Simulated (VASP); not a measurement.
# Si16O31 (a cell with a defect) in VASP: relaxation of the atoms with PBEsol

Aim: the relaxation of the atoms of Si16O31 (a cell with a defect) with PBEsol.

All numbers are computed with VASP 6.6.1; they aren't measurements. Logs are shortened: lines on timing, memory, paths and dates and some standing lists are left out, and cuts for length are marked.

## 1. The cell of the first run

The cell holds a defect, 47 atoms: a = 8.389 Å, b = 8.389 Å, c = 5.357 Å, α = 90.00°, β = 90.00°, γ = 90.00°.

## 2. Relaxation of the atoms, PBEsol

INCAR

```
ALGO     = Normal         # electronic algorithm
EDIFF    = 1E-6           # SCF threshold, eV
EDIFFG   = -0.03          # ionic threshold
ENCUT    = 520            # plane-wave cutoff, eV
GGA      = PS             # functional
IBRION   = 2              # ionic algorithm
ISIF     = 2              # what is computed and relaxed
ISMEAR   = -1             # smearing method
ISYM     = 0            
LASPH    = True           # aspherical terms in the spheres
LCHARG   = False          # write CHGCAR
LREAL    = Auto         
LWAVE    = False          # write WAVECAR
NELECT   = 248.0        
NELM     = 80             # most SCF steps
NSW      = 100            # ionic steps
PREC     = Accurate       # precision mode
SIGMA    = 0.05           # smearing width, eV
```

KPOINTS

```
Automatic mesh
0
Gamma
  1 1 1
  0.25 0.25 0.25
```

POSCAR

```
Si16O31
1.0
    8.3886930000      0.0000000000      0.0000000000
    0.0000000000      8.3886930000      0.0000000000
    0.0000000000      0.0000000000      5.3570950000
Si O
16 31
Direct
    0.0020770000      0.9982170000      0.0037490000
    0.0019010000      0.0027020000      0.4955940000
    0.0014430000      0.5007340000      0.9900520000
    0.0012040000      0.5009680000      0.4960780000
    0.4982280000      0.9978960000      0.0067200000
    0.5021380000      0.0008010000      0.5026690000
    0.4978250000      0.5000140000      0.9968780000
    0.5026740000      0.5015260000      0.4908880000
    0.2496390000      0.2525940000      0.2550040000
    0.2529130000      0.2490030000      0.7544130000
    0.2493760000      0.7506740000      0.2420720000
    0.2501340000      0.7508910000      0.7515870000
    0.7516680000      0.2477170000      0.2516780000
    0.7511530000      0.2522530000      0.7567160000
    0.7496200000      0.7561070000      0.2512490000
    0.7510280000      0.7512440000      0.7458850000
    0.1544370000      0.1519700000      0.9949200000
    0.1494660000      0.1542290000      0.4966560000
    0.1532410000      0.6535000000      0.9960930000
    0.1521220000      0.6535680000      0.5010480000
    0.6528750000      0.1510180000      0.9998400000
    0.6585530000      0.1514790000      0.4988720000
    0.6515530000      0.6498490000      0.9968420000
    0.6572440000      0.6532990000      0.4987530000
    0.3443850000      0.3510690000      0.0025340000
    0.3445580000      0.3443670000      0.5093310000
    0.3465840000      0.8488700000      0.0014570000
    0.3490630000      0.8497020000      0.5007890000
    0.8490600000      0.3452320000      0.9976800000
    0.8491120000      0.3523430000      0.5005100000
    0.8458440000      0.8463270000      0.0066430000
    0.8492530000      0.8415300000      0.5017880000
    0.0939540000      0.4056070000      0.2507810000
    0.0989590000      0.4061420000      0.7529890000
    0.0991700000      0.9028400000      0.2557160000
    0.0946470000      0.9049710000      0.7461160000
    0.5985420000      0.4046060000      0.7414580000
    0.5976240000      0.9018540000      0.2512040000
    0.5971820000      0.9022150000      0.7503110000
    0.4056030000      0.1000530000      0.2469690000
    0.4050960000      0.0983570000      0.7453260000
    0.3999970000      0.5998360000      0.2521920000
    0.4017320000      0.5981940000      0.7522920000
    0.9034420000      0.0981560000      0.2519490000
    0.9028380000      0.0943280000      0.7517410000
    0.9027550000      0.5974950000      0.2452150000
    0.9018780000      0.5982290000      0.7549640000
```

Potentials or basis: VASP PAW PBE potentials, release 64 (Si, O).

On the command line:

```
> cat potpaw_PBE.64/Si/POTCAR potpaw_PBE.64/O/POTCAR > POTCAR
> mpirun -np 1 vasp_std > vasp.out
```

OUTCAR:

```text
EDIFF = 1E-6
   EDIFFG = -0.03
   ENCUT = 520
   GGA = PS
   IBRION = 2
   ISIF = 2
   ISMEAR = -1
   ISYM = 0
   LASPH = True
   LREAL = Auto
   NELECT = 248.0
   NELM = 80
   NSW = 100
   PREC = Accurate

 ion  position               nearest neighbor table
   1  0.002  0.998  0.004-  36 1.77  35 1.77  44 1.78  45 1.78  17 1.82  31 1.83   2 2.64   2 2.72

   2  0.002  0.003  0.496-  35 1.74  44 1.74  36 1.75  18 1.77  45 1.78  32 1.86   1 2.64   1 2.72

   3  0.001  0.501  0.990-  34 1.71  47 1.72  33 1.79  46 1.79  19 1.81  29 1.83   4 2.65   4 2.71
[... 53 lines left out ...]
  46  0.903  0.597  0.245-   4 1.77   3 1.79  15 1.85
  47  0.902  0.598  0.755-   3 1.72  16 1.80   4 1.81

IMPORTANT INFORMATION: All symmetrisations will be switched off!
NOSYMM: (Re-)initialisation of all symmetry stuff for point group C_1.

----------------------------------------------------------------------------------------

                                     Primitive cell

  volume of cell :     376.9797

  direct lattice vectors                    reciprocal lattice vectors
     8.388693000  0.000000000  0.000000000     0.119208082  0.000000000  0.000000000
     0.000000000  8.388693000  0.000000000     0.000000000  0.119208082  0.000000000
     0.000000000  0.000000000  5.357095000     0.000000000  0.000000000  0.186668334

  length of vectors
     8.388693000  8.388693000  5.357095000     0.119208082  0.119208082  0.186668334

  position of ions in fractional coordinates (direct lattice)
     0.002077000  0.998217000  0.003749000
     0.001901000  0.002702000  0.495594000
     0.001443000  0.500734000  0.990052000
     0.001204000  0.500968000  0.496078000
     0.498228000  0.997896000  0.006720000
     0.502138000  0.000801000  0.502669000
[... 39 lines left out ...]
     0.902755000  0.597495000  0.245215000
     0.901878000  0.598229000  0.754964000

  ion indices of the primitive-cell ions
   primitive index   ion index
                 1           1
                 2           2
                 3           3
                 4           4
                 5           5
                 6           6
[... 39 lines left out ...]
                46          46
                47          47

----------------------------------------------------------------------------------------

 KPOINTS: Automatic mesh

Automatic generation of k-mesh.
 Grid dimensions read from file:
[... 63 lines left out ...]
     AMIX     =   0.40;   BMIX     =  1.00
     AMIX_MAG =   1.60;   BMIX_MAG =  1.00
  volume/ion in A,a.u.               =       8.02        54.13
  Fermi-wavevector in a.u.,A,eV,Ry     =   1.423812  2.690615 27.582295  2.027241
  Thomas-Fermi vector in A             =   2.544370
   LORBIT       =      0    0 simple, 1 ext, 2 COOP (PROOUT), +10 PAW based schemes
   GGA     = PS    functional components
   LHFCALC =     F    Hartree Fock is set to
   AEXX    =    0.0000 exact exchange contribution
   IVDW    =     0    specifies the selected vdW correction
   LEPSILON=     F    determine dielectric tensor
   LRPA    =     F    only Hartree local field effects (RPA)
 conjugate gradient relaxation of ions
 non-spin polarized calculation
  energy-cutoff  :      520.00
  volume of cell :      376.98
 maximum number of plane-waves:     10145
 NGX is ok and might be reduce to    64
   NGX = 31   NGY = 31   NGZ = 19

--------------------------------------- Ionic step        1  -------------------------------------------

 number of electron     247.9999970 magnetization

 Free energy of the ion-electron system (eV)
  ---------------------------------------------------
  ext. energy  EPLUGINS =         0.00000000
  ---------------------------------------------------
  free energy    TOTEN  =      -395.97386557 eV

  energy without entropy =     -395.90513596  energy(sigma->0) =     -395.93950076

------------------------ aborting loop because EDIFF is reached ----------------------------------------

  FORCE on cell =-STRESS in cart. coord.  units (eV):
  Direction    XX          YY          ZZ          XY          YZ          ZX
  --------------------------------------------------------------------------------------
  -------------------------------------------------------------------------------------
  Total      -27.1487544    -28.0779824    -22.0223308     -0.3991363     -0.7139620     -0.8033039
  in kB     -115.3831899   -119.3324427    -93.5957039     -1.6963438     -3.0343644     -3.4140706
  external PRESSURE =    -109.4371122 kB  Pullay stress =       0.0000000 kB
[... 224 lines left out ...]
  FREE ENERGIE OF THE ION-ELECTRON SYSTEM (eV)
  ---------------------------------------------------
  free  energy   TOTEN  =      -398.5893499174 eV

  energy  without entropy=     -398.5893499074  energy(sigma->0) =     -398.58934991

[... ionic steps 4 to 18 ...]

--------------------------------------- Ionic step       19  -------------------------------------------

 number of electron     247.9999923 magnetization

------------------------ aborting loop because EDIFF is reached ----------------------------------------
[... 157 lines left out ...]
--------------------------------------- Ionic step       21  -------------------------------------------

 number of electron     247.9999923 magnetization

 Free energy of the ion-electron system (eV)
  ---------------------------------------------------
  ext. energy  EPLUGINS =         0.00000000
  ---------------------------------------------------
  free energy    TOTEN  =      -399.38975435 eV

  energy without entropy =     -399.38975435  energy(sigma->0) =     -399.38975435

 E-fermi :   8.6624     XC(G=0): -12.2837

 val. band max:        7.4463408816   @ k =   0.2500  -0.2500   0.2500
 cond. band min:      10.4084560146   @ k =   0.2500   0.2500   0.2500
 fundamental gap:      2.9621151330
 Fermi energy:         8.6624442193

 k-point     1 :       0.2500    0.2500    0.2500
  band No.  band energies     occupation
      1     -14.3356      2.00000
      2     -13.9042      2.00000
      3     -13.5240      2.00000
      4     -13.1748      2.00000
      5     -12.8901      2.00000
      6     -12.6332      2.00000
[... 545 lines left out ...]
    135      15.7783      0.00000
    136      15.8229      0.00000
 [bands above 136 left out]

------------------------ aborting loop because EDIFF is reached ----------------------------------------

  FORCE on cell =-STRESS in cart. coord.  units (eV):
  Direction    XX          YY          ZZ          XY          YZ          ZX
  --------------------------------------------------------------------------------------
  -------------------------------------------------------------------------------------
  Total      -24.3247180    -24.3919585    -17.0051570    -10.2275110     -0.0000137      0.0067933
  in kB     -103.3809329   -103.6667073    -72.2725336    -43.4672922     -0.0000583      0.0288716
  external PRESSURE =     -93.1067246 kB  Pullay stress =       0.0000000 kB
[... 62 lines left out ...]
  FREE ENERGIE OF THE ION-ELECTRON SYSTEM (eV)
  ---------------------------------------------------
  free  energy   TOTEN  =      -399.3897543479 eV

  energy  without entropy=     -399.3897543478  energy(sigma->0) =     -399.38975435

 reached required accuracy - stopping structural energy minimisation
```

Run time: 85 min. Hardware: 1 thread of AMD EPYC 7R13 (Zen 3), shared host; peak memory 0.47 GiB.

Results:

```yaml
Free_energy: -399.3898 eV
Energy_gained_by_relaxing: 72.7 meV/atom
Ionic_steps: 21
Largest_force_after_relaxing: 0.025 eV/Å
```

Forces in eV/Å, atoms in the order of the input:
```
Si  -0.006  0.003 -0.003
Si  -0.011  0.005  0.002
Si  -0.005  0.007 -0.006
Si  -0.008  0.004  0.008
Si   0.002 -0.004  0.000
Si   0.007 -0.004 -0.004
Si  -0.001  0.007  0.024
Si   0.007 -0.001 -0.016
Si  -0.001 -0.001 -0.005
Si   0.001 -0.003  0.008
Si  -0.005 -0.005 -0.004
Si  -0.013  0.005  0.003
Si   0.006 -0.001 -0.003
Si   0.005 -0.005 -0.003
Si   0.002 -0.001 -0.001
Si   0.005 -0.003  0.011
O    0.002  0.005 -0.001
O   -0.011  0.013  0.010
O   -0.006  0.000  0.000
O   -0.006  0.004 -0.004
O   -0.014 -0.003 -0.004
O   -0.001 -0.005  0.001
O   -0.001 -0.004 -0.002
O    0.008 -0.010  0.003
O    0.001 -0.009  0.000
O    0.006 -0.009  0.009
O    0.006  0.009 -0.003
O    0.000  0.004 -0.001
O    0.004  0.006 -0.001
O    0.002  0.011 -0.005
O   -0.006  0.008 -0.005
O    0.002  0.002  0.004
O    0.003 -0.005 -0.001
O    0.001 -0.007  0.002
O    0.019 -0.015  0.005
O    0.007 -0.005 -0.004
O    0.007  0.001 -0.003
O   -0.001 -0.001  0.002
O    0.006 -0.002  0.003
O   -0.007  0.001  0.001
O   -0.011  0.002 -0.001
O    0.008 -0.013 -0.009
O    0.002 -0.004 -0.002
O   -0.012  0.016  0.003
O   -0.003 -0.007 -0.004
O    0.006  0.005 -0.002
O    0.001  0.006  0.000
```

The path:
| step | energy change (eV) | largest force (eV/Å) | pressure (GPa) |
| --- | --- | --- | --- |
| 1 | 0.0000 | 4.6404 | -10.94 |
| 2 | -1.6433 | 6.1695 | -8.20 |
| 3 | -2.6155 | 2.7327 | -10.14 |
| 4 | -2.9902 | 2.3102 | -9.13 |
| 5 | -3.1824 | 1.3075 | -9.67 |
| 6 | -3.2624 | 2.2883 | -9.62 |
| 7 | -3.3494 | 0.9269 | -9.74 |
| 8 | -3.3714 | 0.8473 | -9.10 |
| 9 | -3.3928 | 0.2724 | -9.39 |
| 10 | -3.4030 | 0.2374 | -9.27 |
| 11 | -3.4033 | 0.2093 | -9.29 |
| 12 | -3.4088 | 0.1952 | -9.30 |
| 13 | -3.4088 | 0.2150 | -9.30 |
| 14 | -3.4128 | 0.1648 | -9.30 |
| 15 | -3.4129 | 0.2127 | -9.30 |
| 16 | -3.4148 | 0.1382 | -9.31 |
| 17 | -3.4149 | 0.0767 | -9.31 |
| 18 | -3.4157 | 0.0429 | -9.30 |
| 19 | -3.4157 | 0.0408 | -9.30 |
| 20 | -3.4159 | 0.0351 | -9.31 |
| 21 | -3.4159 | 0.0247 | -9.31 |

Final structure:
```
CELL_PARAMETERS angstrom
8.38869 0.00000 0.00000
0.00000 8.38869 0.00000
0.00000 0.00000 5.35710
ATOMIC_POSITIONS crystal
Si 0.00136 0.99962 0.99624
Si 0.00142 0.99961 0.50351
Si 0.00222 0.50143 0.00115
Si 0.00226 0.50144 0.49861
Si 0.49961 0.99887 0.00114
Si 0.49956 0.99888 0.49865
Si 0.48926 0.51176 0.98079
Si 0.48919 0.51180 0.51898
Si 0.25152 0.24950 0.24980
Si 0.25258 0.24778 0.74977
Si 0.24054 0.76052 0.24991
Si 0.24481 0.75625 0.74991
Si 0.76993 0.23112 0.24998
Si 0.74731 0.25376 0.74996
Si 0.75150 0.74953 0.24983
Si 0.75322 0.74845 0.74976
O 0.15486 0.15369 0.99918
O 0.15500 0.15356 0.50039
O 0.15530 0.65369 0.00269
O 0.15536 0.65366 0.49712
O 0.65014 0.16091 0.00749
O 0.65002 0.16098 0.49237
O 0.65262 0.64564 0.00250
O 0.65253 0.64573 0.49722
O 0.35534 0.34847 0.00248
O 0.35531 0.34849 0.49712
O 0.34724 0.84581 0.00273
O 0.34725 0.84584 0.49711
O 0.84009 0.35100 0.00750
O 0.84015 0.35093 0.49246
O 0.84730 0.84614 0.99919
O 0.84723 0.84623 0.50048
O 0.09844 0.40216 0.24988
O 0.09870 0.40232 0.74984
O 0.09581 0.90505 0.24985
O 0.09689 0.90402 0.74990
O 0.59296 0.40796 0.74988
O 0.59880 0.90258 0.24986
O 0.59861 0.90233 0.74987
O 0.40247 0.09629 0.24984
O 0.40515 0.09665 0.74991
O 0.41934 0.58173 0.24990
O 0.39519 0.60589 0.74993
O 0.90880 0.09219 0.24988
O 0.90136 0.09976 0.74990
O 0.90478 0.59861 0.24993
O 0.90446 0.59594 0.74984
```

Caveat: the k points lie up to 1.17 Å⁻¹ apart; the cell carries a net charge on a neutralising background, which shifts energy and pressure; the cell is charged against a uniform background, so pressure and absolute levels hang on convention; the PAW data sets were made with another functional, which shifts forces and pressure a little.
